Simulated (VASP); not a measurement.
# Li (Pm-3m) in VASP: notebook

Runs on Li. Level: PBE. Tasks: single point.

All numbers are computed with VASP 6.6.1; they aren't measurements. Logs are shortened: lines on timing, memory, paths and dates and some standing lists are left out, and cuts for length are marked.

## (1) The cell of the first run

It takes space group Pm-3m (No. 221, cubic). Conventional cell: a = 2.714 Å, b = 2.714 Å, c = 2.714 Å, α = 90.00°, β = 90.00°, γ = 90.00°. Within 3.6 Å of Li (site symmetry m-3m) lie 6 Li at 2.71 Å.

This isn't the form of Li at room conditions, which is bcc.

## (2) Single point, PBE

Input file INCAR:

```
SYSTEM = Li
PREC = Accurate
ENCUT = 520
EDIFF = 1E-6
ISMEAR = -1
SIGMA = 0.06122561905347299
LREAL = .False.
LASPH = .True.
NELM = 60
ALGO = Normal
ISIF = 2
LWAVE = .False.
LCHARG = .False.
GGA = PE
NBANDS = 8
```

Input file KPOINTS:

```
regular mesh
0
Gamma
  40 40 40
  0 0 0
```

Input file POSCAR:

```
Li
1.0
    2.7142649492      0.0000000000      0.0000000000
    0.0000000000      2.7142649492      0.0000000000
    0.0000000000      0.0000000000      2.7142649492
Li
1
Direct
    0.0000000000      0.0000000000      0.0000000000
```

Potentials or basis: VASP PAW PBE potentials, release 64 (Li_sv).

Command:

```console
cat potpaw_PBE.64/Li_sv/POTCAR > POTCAR
mpirun -np 1 vasp_std > vasp.out
```

OUTCAR:

```text
SYSTEM = Li
   PREC = Accurate
   ENCUT = 520
   EDIFF = 1E-6
   ISMEAR = -1
   LREAL = .False.
   LASPH = .True.
   NELM = 60
   ISIF = 2
   GGA = PE

 ion  position               nearest neighbor table
   1  0.000  0.000  0.000-

  LATTYP: Found a simple cubic cell.
 ALAT       =     2.7142649492

  Lattice vectors:

 A1 = (   2.7142649492,   0.0000000000,   0.0000000000)
 A2 = (   0.0000000000,   2.7142649492,   0.0000000000)
 A3 = (   0.0000000000,   0.0000000000,   2.7142649492)

Analysis of symmetry for initial positions (statically):
=====================================================================
 Subroutine PRICEL returns:
 Original cell was already a primitive cell.

 Routine SETGRP: Setting up the symmetry group for a
 simple cubic supercell.

 Subroutine GETGRP returns: Found 48 space group operations
 (whereof 48 operations were pure point group operations)
 out of a pool of 48 trial point group operations.

The static configuration has the point symmetry O_h .

Analysis of symmetry for dynamics (positions and initial velocities):
=====================================================================
 Subroutine PRICEL returns:
 Original cell was already a primitive cell.

 Routine SETGRP: Setting up the symmetry group for a
 simple cubic supercell.

 Subroutine GETGRP returns: Found 48 space group operations
 (whereof 48 operations were pure point group operations)
 out of a pool of 48 trial point group operations.

The dynamic configuration has the point symmetry O_h .

 Subroutine INISYM returns: Found 48 space group operations
 (whereof 48 operations are pure point group operations),
 and found     1 'primitive' translations

----------------------------------------------------------------------------------------

                                     Primitive cell

  volume of cell :      19.9966

  direct lattice vectors                    reciprocal lattice vectors
     2.714264949  0.000000000  0.000000000     0.368423871  0.000000000  0.000000000
     0.000000000  2.714264949  0.000000000     0.000000000  0.368423871  0.000000000
     0.000000000  0.000000000  2.714264949     0.000000000  0.000000000  0.368423871

  length of vectors
     2.714264949  2.714264949  2.714264949     0.368423871  0.368423871  0.368423871

  position of ions in fractional coordinates (direct lattice)
     0.000000000  0.000000000  0.000000000

  ion indices of the primitive-cell ions
   primitive index   ion index
                 1           1

----------------------------------------------------------------------------------------

 KPOINTS: regular mesh

Automatic generation of k-mesh.
 Grid dimensions read from file:
 generate k-points for:   40   40   40

 Generating k-lattice:

  Cartesian coordinates                     Fractional coordinates (reciprocal lattice)
     0.009210597  0.000000000  0.000000000     0.025000000  0.000000000  0.000000000
     0.000000000  0.009210597  0.000000000     0.000000000  0.025000000  0.000000000
     0.000000000  0.000000000  0.009210597     0.000000000  0.000000000  0.025000000

  Length of vectors
     0.009210597  0.009210597  0.009210597

  Shift w.r.t. Gamma in fractional coordinates (k-lattice)
     0.000000000  0.000000000  0.000000000

 Subroutine IBZKPT returns following result:
 ===========================================

 Found   1771 irreducible k-points:

 Following reciprocal coordinates:
            Coordinates               Weight
  0.000000  0.000000  0.000000      1.000000
  0.025000  0.000000  0.000000      6.000000
  0.050000  0.000000  0.000000      6.000000
  0.075000  0.000000  0.000000      6.000000
  0.100000  0.000000  0.000000      6.000000
  0.125000  0.000000  0.000000      6.000000
[... 16 lines left out ...]
  0.050000  0.025000  0.000000     24.000000
  0.075000  0.025000  0.000000     24.000000
 [... further k-points ...]
   k-points           NKPTS =   1771   k-points in BZ     NKDIM =   1771   number of bands    NBANDS=      8
   number of dos      NEDOS =    301   number of ions     NIONS =      1
   total plane-waves  NPLWV =   8000
   dimension x,y,z NGX =    20 NGY =   20 NGZ =   20
   dimension x,y,z NGXF=    40 NGYF=   40 NGZF=   40
   ions per type =               1
   NGX,Y,Z   is equivalent  to a cutoff of  12.25, 12.25, 12.25 a.u.
   NGXF,Y,Z  is equivalent  to a cutoff of  24.50, 24.50, 24.50 a.u.
 SYSTEM =  Li
   PREC   = accura    normal or accurate (medium, high low for compatibility)
   ISTART =      0    job   : 0-new  1-cont  2-samecut
   ICHARG =      2    charge: 1-file 2-atom 10-const
   ISPIN  =      1    spin polarized calculation?
   LNONCOLLINEAR =      F non collinear calculations
   LSORBIT =      F    spin-orbit coupling
   LASPH  =      T    aspherical Exc in radial PAW
   ENCUT  =  520.0 eV  38.22 Ry    6.18 a.u.   5.05  5.05  5.05*2*pi/ulx,y,z
   NELM   =     60;   NELMIN=  2; NELMDL= -5     # of ELM steps
   EDIFF  = 0.1E-05   stopping-criterion for ELM
   LREAL  =      F    real-space projection
   EDIFFG = 0.1E-04   stopping-criterion for IOM
   NSW    =      0    number of steps for IOM
   IBRION =     -1    ionic relax: 0-MD 1-quasi-New 2-CG
   NFREE  =      0    steps in history (QN), initial steepest desc. (CG)
   ISIF   =      2    stress and relaxation
   ISYM   =      2    0-nonsym 1-usesym 2-fastsym
   POTIM  = 0.5000    time-step for ionic-motion
   TEBEG  =    0.0;   TEEND  =   0.0 temperature during run
   PSTRESS=    0.0 pullay stress
   NELECT =       3.0000    total number of electrons
   NUPDOWN=      -1.0000    fix difference up-down
   EMIN   =  10.00;   EMAX   =-10.00  energy-range for DOS
   EFERMI =   0.00;   METHOD = LEGACY
   ISMEAR =    -1;   SIGMA  =   0.06  broadening in eV -4-tet -1-fermi 0-gaus
   EFERMI_NEDOS =   21; number of points for ismear=-14 and -15
   IALGO  =     38    algorithm
   IMIX   =      4    mixing-type and parameters
     AMIX     =   0.40;   BMIX     =  1.00
     AMIX_MAG =   1.60;   BMIX_MAG =  1.00
  volume/ion in A,a.u.               =      20.00       134.94
  Fermi-wavevector in a.u.,A,eV,Ry     =   0.869887  1.643849 10.295583  0.756704
  Thomas-Fermi vector in A             =   1.988774
   LORBIT       =      0    0 simple, 1 ext, 2 COOP (PROOUT), +10 PAW based schemes
   GGA     = PE    functional components
   LHFCALC =     F    Hartree Fock is set to
   AEXX    =    0.0000 exact exchange contribution
   IVDW    =     0    specifies the selected vdW correction
   LEPSILON=     F    determine dielectric tensor
   LRPA    =     F    only Hartree local field effects (RPA)
 non-spin polarized calculation
  energy-cutoff  :      520.00
  volume of cell :       20.00
 maximum number of plane-waves:       554
   NGX = 11   NGY = 11   NGZ = 11

 number of electron       3.0000003 magnetization

 Free energy of the ion-electron system (eV)
  ---------------------------------------------------
  ext. energy  EPLUGINS =         0.00000000
  ---------------------------------------------------
  free energy    TOTEN  =        -1.78784029 eV

  energy without entropy =       -1.78298759  energy(sigma->0) =       -1.78541394

 E-fermi :   0.6244     XC(G=0):  -7.0749

 val. band max:        0.6212883921   @ k =   0.3750   0.3000   0.0000
 cond. band min:       0.6285924605   @ k =   0.3250   0.3000   0.1750
 fundamental gap:      0.0073040685
 Fermi energy:         0.6244346497

 k-point     1 :       0.0000    0.0000    0.0000
  band No.  band energies     occupation
      1     -46.1312      2.00000
      2      -2.8800      2.00000
      3      12.7450      0.00000
      4      12.7450      0.00000
      5      12.7450      0.00000
      6      15.1470      0.00000
      7      15.1470      0.00000
      8      21.4307      0.00000

 k-point     2 :       0.0250    0.0000    0.0000
  band No.  band energies     occupation
      1     -46.1311      2.00000
      2      -2.8706      2.00000
      3      12.4982      0.00000
      4      12.7562      0.00000
      5      12.7562      0.00000
      6      15.1595      0.00000
      7      15.4081      0.00000
      8      21.4244      0.00000

 k-point     3 :       0.0500    0.0000    0.0000
  band No.  band energies     occupation
      1     -46.1307      2.00000
      2      -2.8424      2.00000
      3      11.9422      0.00000
      4      12.7897      0.00000
      5      12.7897      0.00000
      6      15.1970      0.00000
      7      16.0057      0.00000
      8      21.4076      0.00000

 k-point     4 :       0.0750    0.0000    0.0000
  band No.  band energies     occupation
      1     -46.1300      2.00000
      2      -2.7957      2.00000
      3      11.2792      0.00000
      4      12.8454      0.00000
      5      12.8454      0.00000
      6      15.2595      0.00000
      7      16.7318      0.00000
      8      21.3823      0.00000

 k-point     5 :       0.1000    0.0000    0.0000
  band No.  band energies     occupation
      1     -46.1291      2.00000
      2      -2.7304      2.00000
      3      10.5864      0.00000
      4      12.9231      0.00000
      5      12.9231      0.00000
      6      15.3469      0.00000
      7      17.4972      0.00000
      8      21.3644      0.00000
[... 177 lines left out ...]
 k-point    22 :       0.0250    0.0250    0.0000
  band No.  band energies     occupation
      1     -46.1310      2.00000
      2      -2.8612      2.00000
      3      12.4079      0.00000
      4      12.6192      0.00000
      5      12.7674      0.00000
      6      15.3014      0.00000
      7      15.5316      0.00000
      8      21.4178      0.00000

 k-point    23 :       0.0500    0.0250    0.0000
  band No.  band energies     occupation
      1     -46.1305      2.00000
      2      -2.8330      2.00000
      3      11.9138      0.00000
      4      12.6027      0.00000
      5      12.8009      0.00000
      6      15.3859      0.00000
      7      16.0706      0.00000
      8      21.3993      0.00000

 k-point    24 :       0.0750    0.0250    0.0000
  band No.  band energies     occupation
      1     -46.1299      2.00000
      2      -2.7863      2.00000
      3      11.2651      0.00000
      4      12.6520      0.00000
      5      12.8566      0.00000
      6      15.4552      0.00000
      7      16.7825      0.00000
      8      21.3720      0.00000

 [... further k-points ...]

------------------------ aborting loop because EDIFF is reached ----------------------------------------

  FORCE on cell =-STRESS in cart. coord.  units (eV):
  Direction    XX          YY          ZZ          XY          YZ          ZX
  --------------------------------------------------------------------------------------
  -------------------------------------------------------------------------------------
  Total        0.0217139      0.0217139      0.0217139      0.0000000      0.0000000     -0.0000000
  in kB        1.7397734      1.7397734      1.7397734      0.0000000      0.0000000     -0.0000000
  external PRESSURE =       1.7397734 kB  Pullay stress =       0.0000000 kB

 VOLUME and BASIS-vectors are now :
 -----------------------------------------------------------------------------
  energy-cutoff  :      520.00
  volume of cell :       20.00
      direct lattice vectors                 reciprocal lattice vectors
     2.714264949  0.000000000  0.000000000     0.368423871  0.000000000  0.000000000
     0.000000000  2.714264949  0.000000000     0.000000000  0.368423871  0.000000000
     0.000000000  0.000000000  2.714264949     0.000000000  0.000000000  0.368423871

 POSITION                                       TOTAL-FORCE (eV/Angst)
 -----------------------------------------------------------------------------------
      0.00000      0.00000      0.00000         0.000000      0.000000      0.000000
 -----------------------------------------------------------------------------------
    total drift:                               -0.000000      0.000000      0.000000

  FREE ENERGIE OF THE ION-ELECTRON SYSTEM (eV)
  ---------------------------------------------------
  free  energy   TOTEN  =        -1.7878402877 eV

  energy  without entropy=       -1.7829875912  energy(sigma->0) =       -1.78541394
```

It took 72 s on 1 thread of Intel Xeon Platinum 8488C (Sapphire Rapids), shared host; peak memory 0.3 GiB.

Results:

```yaml
Free_energy: -1.7878 eV
Band_gap_on_the_k_mesh: zero (an odd number of electrons rules out a gap without spin polarisation)
```

Levels at points of the mesh, in eV from the Fermi level:
| k point | band 1 | band 2 | band 3 | band 4 | band 5 |
| --- | --- | --- | --- | --- | --- |
| (0.00, 0.00, 0.00) | -46.76 | -3.50 | 12.12 | 12.12 | 12.12 |
| (0.50, 0.00, 0.00) | -46.73 | -0.72 | 2.09 | 15.09 | 15.09 |
| (0.50, 0.50, 0.00) | -46.71 | 3.21 | 3.21 | 5.75 | 8.51 |
| (0.50, 0.50, 0.50) | -46.69 | 6.78 | 6.78 | 6.78 | 10.25 |

Caveat: the cutoff is under 1.25 times the usual one of these potentials, so pressure, stress and relaxed cells hold a basis-set (Pulay) error.

## (3) Single point, PBE

This run uses another cell than the first one, of 20.40 Å³/atom.

Input file INCAR:

```
SYSTEM = Li
ALGO = Normal
EDIFF = 1E-6
ENCUT = 520
GGA = PE
ISIF = 2
ISMEAR = -1
LASPH = .True.
LCHARG = .False.
LREAL = .False.
LWAVE = .False.
NBANDS = 8
NELM = 60
PREC = Accurate
SIGMA = 0.06122561905347299
```

Input file KPOINTS:

```
k-points
0
Gamma
  40 40 40
  0 0 0
```

Input file POSCAR:

```
Li
1.0
    2.7326051335      0.0000000000      0.0000000000
    0.0000000000      2.7326051335      0.0000000000
    0.0000000000      0.0000000000      2.7326051335
Li
1
Direct
    0.0000000000      0.0000000000      0.0000000000
```

Potentials or basis: VASP PAW PBE potentials, release 64 (Li_sv).

Command:

```console
cat potpaw_PBE.64/Li_sv/POTCAR > POTCAR
mpirun -np 1 vasp_std > vasp.out
```

Wall time 84 s (1 thread of Intel Xeon Platinum 8488C (Sapphire Rapids), shared host); peak memory 0.3 GiB.

It converged, with:

| Quantity | Value |
| --- | --- |
| Free energy | -1.7882 eV |
| Band gap on the k mesh | zero (an odd number of electrons rules out a gap without spin polarisation) |

Levels at points of the mesh, in eV from the Fermi level:
```csv
k point,band 1,band 2,band 3,band 4,band 5,band 6
"(0.00, 0.00, 0.00)",-46.78,-3.48,11.95,11.95,11.95,14.34
"(0.50, 0.00, 0.00)",-46.76,-0.70,2.03,14.88,14.88,18.16
"(0.50, 0.50, 0.00)",-46.74,3.17,3.17,5.70,8.34,17.31
"(0.50, 0.50, 0.50)",-46.72,6.68,6.68,6.68,10.12,10.12
```

Caveat: the cutoff is under 1.25 times the usual one of these potentials, so pressure, stress and relaxed cells hold a basis-set (Pulay) error.
